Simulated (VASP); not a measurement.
# SiNi (Pmm2) in VASP: further runs

The runs below take SiNi through single point, with PBE.

Program: VASP 6.6.1. These are calculated values, not measurements. Logs are shortened: lines on timing, memory, paths and dates and some standing lists are left out, and cuts for length are marked.

## (1) The cell of the first run

The structure is orthorhombic, space group Pmm2 (No. 25). Conventional cell: a = 3.055 Å, b = 3.258 Å, c = 4.709 Å, α = 90.00°, β = 90.00°, γ = 90.00°. Si (site symmetry mm2) has 6 Ni at 2.05 to 2.66 Å and 4 Si at 2.68 Å within 2.7 Å. Within 3.1 Å of Si (site symmetry mm2) lie 6 Ni at 2.31 to 2.36 Å and 6 Si at 2.68 to 3.06 Å. Within 2.7 Å of Ni (site symmetry mm2) lie 6 Si at 2.05 to 2.66 Å. Within 3.1 Å of Ni (site symmetry mm2) lie 6 Si at 2.35 to 2.40 Å and 6 Ni at 2.86 to 3.06 Å.

## (2) Single point, PBE (atom 3 (Ni) moved by (+0.000, -0.300) A along x and z)

File INCAR:

```
SYSTEM = SiNi
PREC     = Accurate       ! precision mode
ENCUT    = 520            ! plane-wave cutoff, eV
EDIFF    = 1E-6           ! SCF threshold, eV
ISMEAR   = 0              ! smearing method
SIGMA    = 0.15           ! smearing width, eV
LREAL    = .FALSE.        ! projectors in reciprocal space
LASPH    = .TRUE.         ! aspherical terms in the spheres
NELM     = 100            ! most SCF steps
ALGO     = Normal         ! electronic algorithm
ISIF     = 2              ! what is computed and relaxed
LWAVE    = .FALSE.        ! write WAVECAR
LCHARG   = .FALSE.        ! write CHGCAR
GGA      = PE             ! functional
NBANDS   = 22             ! bands
```

File KPOINTS:

```
regular mesh
0
G
  16 14 10
  0 0 0
```

File POSCAR:

```
SiNi
1.0
    3.0552835660      0.0000000000      0.0000000000
    0.0000000000      3.2583147222      0.0000000000
    0.0000000000      0.0000000000      4.7093899546
Si Ni
2 2
Direct
    0.5000000000      0.5000000000      0.8431827244
    0.0000000000      0.0000000000      0.1568172756
    0.5000000000      0.5000000000      0.2786034584
    0.0000000000      0.0000000000      0.6576940233
```

Potentials or basis: VASP PAW PBE potentials, release 64 (Si, Ni).

Started as:

```sh
$ cat potpaw_PBE.64/Si/POTCAR potpaw_PBE.64/Ni/POTCAR > POTCAR
$ mpirun -np 1 vasp_std > vasp.out
```

OUTCAR:

```text
SYSTEM = SiNi
   PREC = Accurate
   ENCUT = 520
   EDIFF = 1E-6
   ISMEAR = 0
   LREAL = .FALSE.
   LASPH = .TRUE.
   NELM = 100
   ISIF = 2
   GGA = PE

 ion  position               nearest neighbor table
   1  0.500  0.500  0.843-   3 2.05   4 2.40   4 2.40   4 2.40   4 2.40   3 2.66   2 2.68   2 2.68
                             2 2.68   2 2.68
   2  0.000  0.000  0.157-   3 2.31   3 2.31   3 2.31   3 2.31   4 2.35   4 2.36   1 2.68   1 2.68
                             1 2.68   1 2.68
   3  0.500  0.500  0.279-   1 2.05   2 2.31   2 2.31   2 2.31   2 2.31   1 2.66   4 2.86   4 2.86
                             4 2.86   4 2.86
   4  0.000  0.000  0.658-   2 2.35   2 2.36   1 2.40   1 2.40   1 2.40   1 2.40   3 2.86   3 2.86
                             3 2.86   3 2.86

  LATTYP: Found a simple orthorhombic cell.
 ALAT       =     3.0552835660
 B/A-ratio  =     1.0664524755
 C/A-ratio  =     1.5413921009

  Lattice vectors:

 A1 = (   3.0552835660,   0.0000000000,   0.0000000000)
 A2 = (   0.0000000000,   3.2583147222,   0.0000000000)
 A3 = (   0.0000000000,   0.0000000000,   4.7093899546)

Analysis of symmetry for initial positions (statically):
=====================================================================
 Subroutine PRICEL returns:
 Original cell was already a primitive cell.

 Routine SETGRP: Setting up the symmetry group for a
 simple orthorhombic supercell.

 Subroutine GETGRP returns: Found  4 space group operations
 (whereof  4 operations were pure point group operations)
 out of a pool of  8 trial point group operations.

The static configuration has the point symmetry C_2v.

Analysis of symmetry for dynamics (positions and initial velocities):
=====================================================================
 Subroutine PRICEL returns:
 Original cell was already a primitive cell.

 Routine SETGRP: Setting up the symmetry group for a
 simple orthorhombic supercell.

 Subroutine GETGRP returns: Found  4 space group operations
 (whereof  4 operations were pure point group operations)
 out of a pool of  8 trial point group operations.

The dynamic configuration has the point symmetry C_2v.

 Subroutine INISYM returns: Found  4 space group operations
 (whereof  4 operations are pure point group operations),
 and found     1 'primitive' translations

----------------------------------------------------------------------------------------

                                     Primitive cell

[... 94 lines left out ...]
   EDIFF  = 0.1E-05   stopping-criterion for ELM
   LREAL  =      F    real-space projection
   EDIFFG = 0.1E-04   stopping-criterion for IOM
   NSW    =      0    number of steps for IOM
   IBRION =     -1    ionic relax: 0-MD 1-quasi-New 2-CG
   NFREE  =      0    steps in history (QN), initial steepest desc. (CG)
   ISIF   =      2    stress and relaxation
   ISYM   =      2    0-nonsym 1-usesym 2-fastsym
   POTIM  = 0.5000    time-step for ionic-motion
   TEBEG  =    0.0;   TEEND  =   0.0 temperature during run
   PSTRESS=    0.0 pullay stress
   NELECT =      28.0000    total number of electrons
   NUPDOWN=      -1.0000    fix difference up-down
   EMIN   =  10.00;   EMAX   =-10.00  energy-range for DOS
   EFERMI =   0.00;   METHOD = LEGACY
   ISMEAR =     0;   SIGMA  =   0.15  broadening in eV -4-tet -1-fermi 0-gaus
   EFERMI_NEDOS =   21; number of points for ismear=-14 and -15
   IALGO  =     38    algorithm
   IMIX   =      4    mixing-type and parameters
     AMIX     =   0.40;   BMIX     =  1.00
     AMIX_MAG =   1.60;   BMIX_MAG =  1.00
  volume/ion in A,a.u.               =      11.72        79.09
  Fermi-wavevector in a.u.,A,eV,Ry     =   1.378662  2.605293 25.860711  1.900709
  Thomas-Fermi vector in A             =   2.503703
   LORBIT       =      0    0 simple, 1 ext, 2 COOP (PROOUT), +10 PAW based schemes
   GGA     = PE    functional components
   LHFCALC =     F    Hartree Fock is set to
   AEXX    =    0.0000 exact exchange contribution
   IVDW    =     0    specifies the selected vdW correction
   LEPSILON=     F    determine dielectric tensor
   LRPA    =     F    only Hartree local field effects (RPA)
 non-spin polarized calculation
 Gauss-broadening in eV      SIGMA  =   0.15
  energy-cutoff  :      520.00
  volume of cell :       46.88
 maximum number of plane-waves:      1284
 NGX is ok and might be reduce to    24
   NGX = 11   NGY = 13   NGZ = 17

 number of electron      28.0000017 magnetization

 Free energy of the ion-electron system (eV)
  ---------------------------------------------------
  ext. energy  EPLUGINS =         0.00000000
  ---------------------------------------------------
  free energy    TOTEN  =       -23.01040932 eV

  energy without entropy =      -22.99620566  energy(sigma->0) =      -23.00330749

 E-fermi :  11.0747     XC(G=0): -12.3790

 val. band max:       11.0734715150   @ k =   0.5000   0.3571   0.3000
 cond. band min:      11.0823400497   @ k =   0.4375   0.5000   0.3000
 fundamental gap:      0.0088685347
 Fermi energy:        11.0746597646

 k-point     1 :       0.0000    0.0000    0.0000
  band No.  band energies     occupation
      1      -2.7058      2.00000
      2       3.0151      2.00000
      3       4.9194      2.00000
      4       6.9314      2.00000
      5       7.2864      2.00000
      6       7.7919      2.00000
[... 589 lines left out ...]
     21      18.6016      0.00000
     22      21.9922      0.00000

 [... further k-points ...]

------------------------ aborting loop because EDIFF is reached ----------------------------------------

  FORCE on cell =-STRESS in cart. coord.  units (eV):
  Direction    XX          YY          ZZ          XY          YZ          ZX
  --------------------------------------------------------------------------------------
  -------------------------------------------------------------------------------------
  Total        0.9158695      1.3748705      5.8717675      0.0000000      0.0000000      0.0000000
  in kB       31.2993253     46.9854270    200.6643509      0.0000000      0.0000000      0.0000000
  external PRESSURE =      92.9830344 kB  Pullay stress =       0.0000000 kB

 VOLUME and BASIS-vectors are now :
 -----------------------------------------------------------------------------
  energy-cutoff  :      520.00
  volume of cell :       46.88
      direct lattice vectors                 reciprocal lattice vectors
     3.055283566  0.000000000  0.000000000     0.327301862  0.000000000  0.000000000
     0.000000000  3.258314722  0.000000000     0.000000000  0.306907124  0.000000000
     0.000000000  0.000000000  4.709389955     0.000000000  0.000000000  0.212341728

 POSITION                                       TOTAL-FORCE (eV/Angst)
 -----------------------------------------------------------------------------------
      1.52764      1.62916      3.97088         0.000000      0.000000     -2.857598
      0.00000      0.00000      0.73851         0.000000      0.000000     -0.902830
      1.52764      1.62916      1.31205         0.000000      0.000000      4.445419
      0.00000      0.00000      3.09734         0.000000      0.000000     -0.684991
 -----------------------------------------------------------------------------------
    total drift:                                0.000000      0.000000      0.000667

  FREE ENERGIE OF THE ION-ELECTRON SYSTEM (eV)
  ---------------------------------------------------
  free  energy   TOTEN  =       -23.0104093181 eV

  energy  without entropy=      -22.9962056562  energy(sigma->0) =      -23.00330749
```

stdout:

```text
POSCAR found type information on POSCAR SiNi
 POSCAR found :  2 types and       4 ions
 scaLAPACK will be used
 LDA part: xc-table for (Slater+PW92), standard interpolation
 POSCAR, INCAR and KPOINTS ok, starting setup
 FFT: planning ... GRIDC
 FFT: planning ... GRID_SOFT
 FFT: planning ... GRID
 WAVECAR not read
 entering main loop
```

Run time: 6.3 min. Hardware: 1 thread of Intel Xeon 8259CL, shared host; peak memory 0.47 GiB.

Results:

```yaml
Free_energy: -23.0104 eV
Pressure: 9.3 GPa
Largest_force: 4.445 eV/Å
Band_gap_on_the_k_mesh: zero (bands 14 and 15 overlap by 2.62 eV)
```

Forces in eV/Å, atoms in the order of the input:
```
Si   0.000  0.000 -2.858
Si   0.000  0.000 -0.903
Ni   0.000  0.000  4.445
Ni   0.000  0.000 -0.685
```

Stress tensor (GPa, compression positive):
```
 3.13  0.00  0.00
 0.00  4.70  0.00
 0.00  0.00 20.07
```

Levels at points of the mesh, in eV from the Fermi level:
```csv
k point,band 12,band 13,band 14,band 15,band 16,band 17
"(0.00, 0.00, 0.00)",-2.25,-2.19,-0.74,0.70,3.42,4.99
"(0.50, 0.00, 0.00)",-2.18,-1.87,-1.56,1.51,1.73,3.67
"(0.00, 0.50, 0.00)",-2.34,-2.28,-1.91,1.16,1.39,4.54
"(0.50, 0.50, 0.00)",-1.86,-1.76,-1.58,1.10,1.16,1.20
"(0.00, 0.00, 0.50)",-2.25,1.18,2.13,2.24,2.38,3.11
"(0.50, 0.00, 0.50)",-2.28,-1.75,-1.40,3.82,4.30,5.55
"(0.00, 0.50, 0.50)",-2.17,-2.14,-1.78,4.82,5.24,5.65
"(0.50, 0.50, 0.50)",-1.81,-1.69,-1.41,-0.50,-0.48,0.61
```

Caveat: the cell differs from its parent crystal (atom 3 (Ni) moved by (+0.000, -0.300) A along x and z); the cell stands under pressure; forces of over 1 eV/Å act on the atoms, so gaps and moduli don't describe the material at rest.

## (3) Single point, PBE (atom 3 (Ni) moved by (+0.000, +0.300) A along x and z)

File INCAR:

```
  PREC = Accurate
  ENCUT = 520
  EDIFF = 1E-6
  ISMEAR = 0
  SIGMA = 0.15
  LREAL = F
  LASPH = T
  NELM = 100
  ALGO = Normal
  ISIF = 2
  LWAVE = F
  LCHARG = F
  GGA = PE
  NBANDS = 22
```

File KPOINTS:

```
Automatic mesh
0
Gamma
  16 14 10
```

Edit POSCAR of step 2 so:

```diff
@@ -10,3 +10,3 @@
     0.0000000000      0.0000000000      0.1568172756
-    0.5000000000      0.5000000000      0.2786034584
+    0.5000000000      0.5000000000      0.4060084950
     0.0000000000      0.0000000000      0.6576940233
```

Potentials or basis: VASP PAW PBE potentials, release 64 (Si, Ni).

Started as:

```sh
$ cat potpaw_PBE.64/Si/POTCAR potpaw_PBE.64/Ni/POTCAR > POTCAR
$ mpirun -np 1 vasp_std > vasp.out
```

It took 7.2 min on 1 thread of Intel Xeon 8259CL, shared host; peak memory 0.46 GiB.

It converged, with:

```yaml
Free_energy: -23.0675 eV
Pressure: 3.7 GPa
Largest_force: 3.927 eV/Å
Band_gap_on_the_k_mesh: zero (bands 14 and 15 overlap by 2.63 eV)
```

Forces on the atoms (eV/Å):
```
Si   0.000  0.000  2.700
Si   0.000  0.000  0.721
Ni   0.000  0.000 -3.927
Ni   0.000  0.000  0.506
```

Stress tensor (GPa, compression positive):
```
1.83 0.00 0.00
0.00 2.50 0.00
0.00 0.00 6.87
```

Levels at points of the mesh, in eV from the Fermi level:
| k point | band 10 | band 11 | band 12 | band 13 | band 14 | band 15 | band 16 | band 17 | band 18 | band 19 |
| --- | --- | --- | --- | --- | --- | --- | --- | --- | --- | --- |
| (0.00, 0.00, 0.00) | -2.42 | -2.00 | -1.77 | -1.38 | -0.94 | 0.60 | 3.02 | 4.84 | 6.02 | 7.09 |
| (0.50, 0.00, 0.00) | -2.26 | -2.02 | -1.91 | -1.61 | -1.41 | 1.48 | 1.60 | 3.39 | 3.57 | 6.25 |
| (0.00, 0.50, 0.00) | -2.35 | -1.96 | -1.81 | -1.76 | -1.73 | 1.14 | 1.24 | 4.29 | 4.46 | 7.32 |
| (0.50, 0.50, 0.00) | -2.94 | -1.88 | -1.87 | -1.57 | -1.47 | 1.25 | 1.68 | 2.70 | 2.83 | 3.42 |
| (0.00, 0.00, 0.50) | -2.53 | -2.19 | -1.41 | 1.38 | 2.15 | 2.17 | 2.46 | 2.73 | 3.69 | 3.79 |
| (0.50, 0.00, 0.50) | -1.88 | -1.74 | -1.70 | -1.42 | -1.21 | 3.62 | 3.98 | 4.58 | 5.29 | 5.90 |
| (0.00, 0.50, 0.50) | -2.05 | -1.67 | -1.62 | -1.62 | -1.53 | 4.47 | 4.65 | 4.96 | 5.17 | 7.00 |
| (0.50, 0.50, 0.50) | -2.52 | -2.07 | -2.00 | -1.63 | -1.44 | -0.48 | -0.46 | 1.16 | 1.36 | 8.43 |

Caveat: the cell differs from its parent crystal (atom 3 (Ni) moved by (+0.000, +0.300) A along x and z); the cell stands under pressure; forces of over 1 eV/Å act on the atoms, so gaps and moduli don't describe the material at rest.
